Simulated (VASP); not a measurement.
Runs of VASP 6.6.1 on Cu. The structure is that of space group Fm-3m (No. 225), or close to it. The cells are those of the table. 

```tsv
task	cell	k mesh	cutoff (eV)	gap on the mesh (eV)	pressure (GPa)
single point	a = 2.556 Å, angles 60.0°, 1 atom	8 × 8 × 8	520	none	(a)
relaxation of cell and atoms	relaxed to 21.1 GPa from a = 2.556 Å, angles 60.0°, 1 atom	20 × 20 × 20	600	none	21.1
single point	a = 2.439 Å, angles 60.0°, 1 atom	20 × 20 × 20	520	none	21.8
relaxation of cell and atoms	relaxed to 21.1 GPa from a = 2.439 Å, angles 60.0°, 1 atom	20 × 20 × 20	600	none	21.1
```

Alike in all rows: level PBEsol; potentials or basis VASP PAW PBE potentials, release 64 (Cu); no spin polarisation; smearing gaussian 0.1 eV.

Question: Estimate the missing entries.

Answer: (a) -5.0.

Caveats: some runs use coarse meshes; the PAW data sets were made with another functional, which shifts forces and pressure a little; the cell is relaxed towards a set pressure, so the enthalpy falls and the energy may rise (some runs).

A gap of «none» marks levels without a gap at the run's occupations.
